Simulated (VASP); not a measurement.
## Si: relaxation of cell and atoms with PBE

Si:

```
Si
1.0
     2.30618   -1.34288    0.00000
     2.30618    1.34288    0.00000
    -0.24630    0.00000    2.48790
Si
1
Direct
  0.00000 0.00000 0.00000
```

```
Program                : VASP 6.6.1
Task                   : relaxation of cell and atoms
Functional             : PBE
Potentials or basis    : VASP PAW PBE potentials, release 64 (Si)
Cutoff                 : 500 eV
k mesh                 : 8 × 8 × 8
Occupations            : gaussian, width 0.1 eV
Spin                   : no spin polarisation
Dipole correction      : no
Further INCAR settings : ALGO = Normal; EDIFF = 1e-07; IBRION = 2; EDIFFG = -0.04; NSW = 90; ISIF = 3
```

```yaml
Relaxed_volume: 15.17 Å³/atom
Relaxed_cell: a = 2.671 Å, b = 2.671 Å, c = 2.456 Å, α = 89.97°, β = 89.97°, γ = 59.99°
Space_group_after_relaxing_to_0.05_Å: P6/mmm (No. 191)
Energy_gained_by_relaxing: 24.6 meV/atom
Ionic_steps: 13
Pressure_after_relaxing: 0.0 GPa
Band_gap_on_the_k_mesh: zero (band 2 reaches 16.94 eV, above the bottom of band 3 at 6.69 eV)
```

Stress tensor (GPa, compression positive):
```
 0.01  0.00 -0.04
 0.00  0.03  0.00
-0.04  0.00 -0.14
```

Step by step:
```csv
step,energy change (eV),largest force (eV/Å),pressure (GPa),volume (Å³)
1,0.0000,0.0000,-2.14,15.41
2,-0.0183,0.0000,0.92,14.95
3,-0.0185,0.0000,1.31,14.89
4,-0.0216,0.0000,0.24,15.08
5,-0.0231,0.0000,-0.38,15.20
6,-0.0224,0.0000,-1.73,15.43
7,-0.0239,0.0000,-0.79,15.27
8,-0.0240,0.0000,-1.06,15.32
9,-0.0240,0.0000,-0.97,15.30
10,-0.0234,0.0000,0.18,15.14
11,-0.0244,0.0000,-0.50,15.24
12,-0.0245,0.0000,0.26,15.12
13,-0.0246,0.0000,-0.03,15.17
```

Final structure:
```
Si
1.0
     2.31004   -1.33522    0.11576
     2.31004    1.33522    0.11576
    -0.12165    0.00000    2.45284
Si
1
Direct
  0.00000 0.00000 0.00000
```

Levels at points of the mesh, in eV from the Fermi level:
```csv
k point,band 1,band 2,band 3,band 4,band 5
"(0.00, 0.00, 0.00)",-13.72,7.79,8.60,9.70,9.71
"(0.50, 0.00, 0.00)",-7.61,-6.50,4.84,6.42,13.12
"(0.50, 0.50, 0.00)",-7.61,-6.50,4.84,6.42,13.11
"(0.00, 0.00, 0.50)",-8.68,-6.86,13.41,13.41,14.94
"(0.50, 0.00, 0.50)",-2.50,-2.11,-1.73,1.72,8.61
"(0.50, 0.50, 0.50)",-2.50,-2.11,-1.73,1.72,8.61
```

Run time: 45 s on 1 thread of Intel Xeon 6975P-C, with other jobs on the host, peak memory 0.12 GiB.
